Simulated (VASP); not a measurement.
# BeCd3S4 (Pmm2) in VASP: single point with PBE

Aim: the single point of BeCd3S4 with PBE.

Program: VASP 6.6.1. These are calculated values, not measurements. Logs are shortened: lines on timing, memory, paths and dates and some standing lists are left out, and cuts for length are marked.

### 1 The cell of the first run

Symmetry: Pmm2, No. 25, orthorhombic system. The conventional cell has a = 3.718 Å, b = 3.745 Å, c = 13.138 Å, α = 90.00°, β = 90.00°, γ = 90.00°. Be (site symmetry mm2) has 5 S at 2.09 to 2.69 Å within 2.8 Å. Within 3.8 Å of Cd (site symmetry mm2) lie 5 S at 2.66 to 2.67 Å and 8 Cd at 3.54 to 3.74 Å. Cd (site symmetry mm2) has 5 S at 2.54 to 2.64 Å and 4 Be at 3.30 Å within 3.4 Å. Within 3.8 Å of Cd (site symmetry mm2) lie 5 S at 2.66 to 2.76 Å and 8 Cd at 3.54 to 3.74 Å. S (site symmetry mm2) has 1 Be at 2.09 Å and 4 Cd at 2.64 Å within 2.8 Å. S (site symmetry mm2) has 5 Cd at 2.66 Å within 3.5 Å. Within 3.3 Å of S (site symmetry mm2) lie 1 Cd at 2.54 Å and 4 Be at 2.69 Å. S (site symmetry mm2) has 5 Cd at 2.67 to 2.76 Å within 3.5 Å.

The cell was built from a structure type or drawn by symmetry, and may not be a known phase.

### 2 Single point, PBE

INCAR

```
PREC = Accurate
ENCUT = 600
EDIFF = 1E-6
ISMEAR = 0
SIGMA = 0.15
LREAL = F
LASPH = T
NELM = 120
ALGO = Normal
ISIF = 2
LWAVE = F
LCHARG = F
GGA = PE
NBANDS = 41
GGA_COMPAT = F
```

KPOINTS

```
regular mesh
0
Gamma
  3 3 2
```

POSCAR

```
BeCd3S4
1.0
    3.7446752798      0.0000000000      0.0000000000
    0.0000000000      3.7178976815      0.0000000000
    0.0000000000      0.0000000000     13.1378871507
Be Cd S
1 3 4
Direct
    0.0000000000      0.0000000000      0.1855189430
    0.0000000000      0.5000000000      0.6592258308
    0.5000000000      0.5000000000      0.3369361641
    0.5000000000      0.0000000000      0.8391400477
    0.0000000000      0.0000000000      0.3444845908
    0.0000000000      0.5000000000      0.8618446175
    0.5000000000      0.5000000000      0.1437412413
    0.5000000000      0.0000000000      0.6291095948
```

Potentials or basis: VASP PAW PBE potentials, release 64 (Be, Cd, S).

Launch:

```
cat potpaw_PBE.64/Be/POTCAR potpaw_PBE.64/Cd/POTCAR potpaw_PBE.64/S/POTCAR > POTCAR
mpirun -np 1 vasp_std > vasp.out
```

OUTCAR:

```text
PREC = Accurate
   ENCUT = 600
   EDIFF = 1E-6
   ISMEAR = 0
   LREAL = F
   LASPH = T
   NELM = 120
   ISIF = 2
   GGA = PE

 ion  position               nearest neighbor table
   1  0.000  0.000  0.186-   5 2.09
   2  0.000  0.500  0.659-   6 2.66   8 2.67   8 2.67   8 2.67   8 2.67   4 3.54   4 3.54   4 3.54
                             4 3.54
   3  0.500  0.500  0.337-   7 2.54   5 2.64   5 2.64   5 2.64   5 2.64
   4  0.500  0.000  0.839-   6 2.66   6 2.66   6 2.66   6 2.66   8 2.76   2 3.54   2 3.54   2 3.54
                             2 3.54
   5  0.000  0.000  0.344-   1 2.09   3 2.64   3 2.64   3 2.64   3 2.64
   6  0.000  0.500  0.862-   4 2.66   4 2.66   4 2.66   4 2.66   2 2.66
   7  0.500  0.500  0.144-   3 2.54
   8  0.500  0.000  0.629-   2 2.67   2 2.67   2 2.67   2 2.67   4 2.76

  LATTYP: Found a simple orthorhombic cell.
 ALAT       =     3.7178976815
 B/A-ratio  =     1.0072023494
 C/A-ratio  =     3.5336871200

  Lattice vectors:

 A1 = (   0.0000000000,  -3.7178976815,   0.0000000000)
 A2 = (   3.7446752798,   0.0000000000,   0.0000000000)
 A3 = (   0.0000000000,   0.0000000000,  13.1378871507)

Analysis of symmetry for initial positions (statically):
=====================================================================
 Subroutine PRICEL returns:
 Original cell was already a primitive cell.

 Routine SETGRP: Setting up the symmetry group for a
 simple orthorhombic supercell.

 Subroutine GETGRP returns: Found  4 space group operations
 (whereof  4 operations were pure point group operations)
 out of a pool of  8 trial point group operations.

The static configuration has the point symmetry C_2v.

Analysis of symmetry for dynamics (positions and initial velocities):
=====================================================================
 Subroutine PRICEL returns:
 Original cell was already a primitive cell.

 Routine SETGRP: Setting up the symmetry group for a
 simple orthorhombic supercell.

 Subroutine GETGRP returns: Found  4 space group operations
 (whereof  4 operations were pure point group operations)
 out of a pool of  8 trial point group operations.

The dynamic configuration has the point symmetry C_2v.

 Subroutine INISYM returns: Found  4 space group operations
 (whereof  4 operations are pure point group operations),
 and found     1 'primitive' translations

----------------------------------------------------------------------------------------

                                     Primitive cell

  volume of cell :     182.9099

  direct lattice vectors                    reciprocal lattice vectors
     3.744675280  0.000000000  0.000000000     0.267045852  0.000000000  0.000000000
     0.000000000  3.717897682  0.000000000     0.000000000  0.268969209  0.000000000
     0.000000000  0.000000000 13.137887151     0.000000000  0.000000000  0.076115740

  length of vectors
     3.744675280  3.717897682 13.137887151     0.267045852  0.268969209  0.076115740

  position of ions in fractional coordinates (direct lattice)
     0.000000000  0.000000000  0.185518943
     0.000000000  0.500000000  0.659225831
     0.500000000  0.500000000  0.336936164
     0.500000000  0.000000000  0.839140048
     0.000000000  0.000000000  0.344484591
     0.000000000  0.500000000  0.861844617
     0.500000000  0.500000000  0.143741241
     0.500000000  0.000000000  0.629109595

  ion indices of the primitive-cell ions
   primitive index   ion index
                 1           1
                 2           2
                 3           3
                 4           4
                 5           5
                 6           6
                 7           7
                 8           8

----------------------------------------------------------------------------------------

 KPOINTS: regular mesh

Automatic generation of k-mesh.
 Grid dimensions read from file:
 generate k-points for:    3    3    2

 Generating k-lattice:

  Cartesian coordinates                     Fractional coordinates (reciprocal lattice)
     0.089015284  0.000000000  0.000000000     0.333333333  0.000000000  0.000000000
     0.000000000  0.089656403  0.000000000     0.000000000  0.333333333  0.000000000
     0.000000000  0.000000000  0.038057870     0.000000000  0.000000000  0.500000000

  Length of vectors
     0.089015284  0.089656403  0.038057870

  Shift w.r.t. Gamma in fractional coordinates (k-lattice)
     0.000000000  0.000000000  0.000000000

 Subroutine IBZKPT returns following result:
 ===========================================

 Found      8 irreducible k-points:

 Following reciprocal coordinates:
            Coordinates               Weight
  0.000000  0.000000  0.000000      1.000000
  0.333333  0.000000  0.000000      2.000000
  0.000000  0.333333  0.000000      2.000000
  0.333333  0.333333  0.000000      4.000000
  0.000000  0.000000  0.500000      1.000000
  0.333333  0.000000  0.500000      2.000000
  0.000000  0.333333  0.500000      2.000000
  0.333333  0.333333  0.500000      4.000000
   k-points           NKPTS =      8   k-points in BZ     NKDIM =      8   number of bands    NBANDS=     41
   number of dos      NEDOS =    301   number of ions     NIONS =      8
   total plane-waves  NPLWV =  97200
   dimension x,y,z NGX =    30 NGY =   30 NGZ =  108
   dimension x,y,z NGXF=    60 NGYF=   60 NGZF=  216
   ions per type =               1   3   4
   NGX,Y,Z   is equivalent  to a cutoff of  13.32, 13.41, 13.67 a.u.
   NGXF,Y,Z  is equivalent  to a cutoff of  26.64, 26.83, 27.33 a.u.
 SYSTEM =  unknown system
   PREC   = accura    normal or accurate (medium, high low for compatibility)
   ISTART =      0    job   : 0-new  1-cont  2-samecut
   ICHARG =      2    charge: 1-file 2-atom 10-const
   ISPIN  =      1    spin polarized calculation?
   LNONCOLLINEAR =      F non collinear calculations
   LSORBIT =      F    spin-orbit coupling
   LASPH  =      T    aspherical Exc in radial PAW
   ENCUT  =  600.0 eV  44.10 Ry    6.64 a.u.   7.48  7.43 26.24*2*pi/ulx,y,z
   NELM   =    120;   NELMIN=  2; NELMDL= -5     # of ELM steps
   EDIFF  = 0.1E-05   stopping-criterion for ELM
   LREAL  =      F    real-space projection
   EDIFFG = 0.1E-04   stopping-criterion for IOM
   NSW    =      0    number of steps for IOM
   IBRION =     -1    ionic relax: 0-MD 1-quasi-New 2-CG
   NFREE  =      0    steps in history (QN), initial steepest desc. (CG)
   ISIF   =      2    stress and relaxation
   ISYM   =      2    0-nonsym 1-usesym 2-fastsym
   POTIM  = 0.5000    time-step for ionic-motion
   TEBEG  =    0.0;   TEEND  =   0.0 temperature during run
   PSTRESS=    0.0 pullay stress
   NELECT =      62.0000    total number of electrons
   NUPDOWN=      -1.0000    fix difference up-down
   EMIN   =  10.00;   EMAX   =-10.00  energy-range for DOS
   EFERMI =   0.00;   METHOD = LEGACY
   ISMEAR =     0;   SIGMA  =   0.15  broadening in eV -4-tet -1-fermi 0-gaus
   EFERMI_NEDOS =   21; number of points for ismear=-14 and -15
   IALGO  =     38    algorithm
   IMIX   =      4    mixing-type and parameters
     AMIX     =   0.40;   BMIX     =  1.00
     AMIX_MAG =   1.60;   BMIX_MAG =  1.00
  volume/ion in A,a.u.               =      22.86       154.29
  Fermi-wavevector in a.u.,A,eV,Ry     =   1.141457  2.157042 17.727369  1.302925
  Thomas-Fermi vector in A             =   2.278157
   LORBIT       =      0    0 simple, 1 ext, 2 COOP (PROOUT), +10 PAW based schemes
   GGA     = PE    functional components
   LHFCALC =     F    Hartree Fock is set to
   AEXX    =    0.0000 exact exchange contribution
   IVDW    =     0    specifies the selected vdW correction
   LEPSILON=     F    determine dielectric tensor
   LRPA    =     F    only Hartree local field effects (RPA)
 non-spin polarized calculation
 Gauss-broadening in eV      SIGMA  =   0.15
  energy-cutoff  :      600.00
  volume of cell :      182.91
 maximum number of plane-waves:      6177
 NGX is ok and might be reduce to    30
   NGX = 15   NGY = 15   NGZ = 53

 number of electron      62.0000023 magnetization

 Free energy of the ion-electron system (eV)
  ---------------------------------------------------
  ext. energy  EPLUGINS =         0.00000000
  ---------------------------------------------------
  free energy    TOTEN  =       -24.38184984 eV

  energy without entropy =      -24.38183577  energy(sigma->0) =      -24.38184280

 E-fermi :   2.4132     XC(G=0):  -9.1626

 val. band max:        1.9874374317   @ k =   0.3333   0.0000   0.0000
 cond. band min:       2.7974001729   @ k =   0.0000   0.0000   0.0000
 fundamental gap:      0.8099627412
 Fermi energy:         2.4132023993

 k-point     1 :       0.0000    0.0000    0.0000
  band No.  band energies     occupation
      1     -11.2074      2.00000
      2     -10.7873      2.00000
      3     -10.3762      2.00000
      4      -9.5280      2.00000
      5      -6.2011      2.00000
      6      -6.1776      2.00000
[... 33 lines left out ...]
     40       9.0110      0.00000
     41       9.0291      0.00000

 k-point     2 :       0.3333    0.0000    0.0000
  band No.  band energies     occupation
      1     -10.6577      2.00000
      2     -10.2004      2.00000
      3      -9.9533      2.00000
      4      -9.3003      2.00000
      5      -6.3080      2.00000
      6      -6.2684      2.00000
[... 33 lines left out ...]
     40       8.1550      0.00000
     41       8.4398      0.00000

 k-point     3 :       0.0000    0.3333    0.0000
  band No.  band energies     occupation
      1     -10.6467      2.00000
      2     -10.1876      2.00000
      3      -9.9401      2.00000
      4      -9.2856      2.00000
      5      -6.3211      2.00000
      6      -6.2810      2.00000
[... 171 lines left out ...]
      2     -10.1892      2.00000
      3      -9.9386      2.00000
      4      -9.2859      2.00000
      5      -6.3211      2.00000
      6      -6.2810      2.00000
[... 33 lines left out ...]
     40       8.0823      0.00000
     41       8.5234      0.00000

 k-point     8 :       0.3333    0.3333    0.5000
  band No.  band energies     occupation
      1     -10.5358      2.00000
      2     -10.0648      2.00000
      3      -9.9117      2.00000
      4      -9.0336      2.00000
      5      -6.1207      2.00000
      6      -6.1127      2.00000
[... 33 lines left out ...]
     40       8.1753      0.00000
     41       8.3801      0.00000

------------------------ aborting loop because EDIFF is reached ----------------------------------------

  FORCE on cell =-STRESS in cart. coord.  units (eV):
  Direction    XX          YY          ZZ          XY          YZ          ZX
  --------------------------------------------------------------------------------------
  -------------------------------------------------------------------------------------
  Total        0.2525984      0.4030185      0.0943490      0.0000000      0.0000000      0.0000000
  in kB        2.2126060      3.5301926      0.8264388      0.0000000      0.0000000      0.0000000
  external PRESSURE =       2.1897458 kB  Pullay stress =       0.0000000 kB

 VOLUME and BASIS-vectors are now :
 -----------------------------------------------------------------------------
  energy-cutoff  :      600.00
  volume of cell :      182.91
      direct lattice vectors                 reciprocal lattice vectors
     3.744675280  0.000000000  0.000000000     0.267045852  0.000000000  0.000000000
     0.000000000  3.717897682  0.000000000     0.000000000  0.268969209  0.000000000
     0.000000000  0.000000000 13.137887151     0.000000000  0.000000000  0.076115740

 POSITION                                       TOTAL-FORCE (eV/Angst)
 -----------------------------------------------------------------------------------
      0.00000      0.00000      2.43733         0.000000      0.000000      0.027501
      0.00000      1.85895      8.66083         0.000000      0.000000      0.006004
      1.87234      1.85895      4.42663         0.000000      0.000000      0.007945
      1.87234      0.00000     11.02453         0.000000      0.000000     -0.003015
      0.00000      0.00000      4.52580         0.000000      0.000000     -0.005054
      0.00000      1.85895     11.32282         0.000000      0.000000      0.038926
      1.87234      1.85895      1.88846         0.000000      0.000000     -0.032330
      1.87234      0.00000      8.26517         0.000000      0.000000     -0.039977
 -----------------------------------------------------------------------------------
    total drift:                                0.000000     -0.000000      0.000498

  FREE ENERGIE OF THE ION-ELECTRON SYSTEM (eV)
  ---------------------------------------------------
  free  energy   TOTEN  =       -24.3818498379 eV

  energy  without entropy=      -24.3818357654  energy(sigma->0) =      -24.38184280
```

It took 77 s on 1 thread of Intel Xeon Platinum 8488C (Sapphire Rapids), shared host; peak memory 0.32 GiB.

What came out:

```
Free energy            : -24.3818 eV
Pressure               : 0.2 GPa
Largest force          : 0.040 eV/Å
Band gap on the k mesh : 0.81 eV (least direct gap 1.26 eV)
```

Forces on the atoms (eV/Å):
```
Be   0.000  0.000  0.028
Cd   0.000  0.000  0.006
Cd   0.000  0.000  0.008
Cd   0.000  0.000 -0.003
S    0.000  0.000 -0.005
S    0.000  0.000  0.039
S    0.000  0.000 -0.032
S    0.000  0.000 -0.040
```

Caveat: the k points lie up to 0.56 Å⁻¹ apart; an odd mesh through Γ misses points on the zone boundary, where band edges can lie.
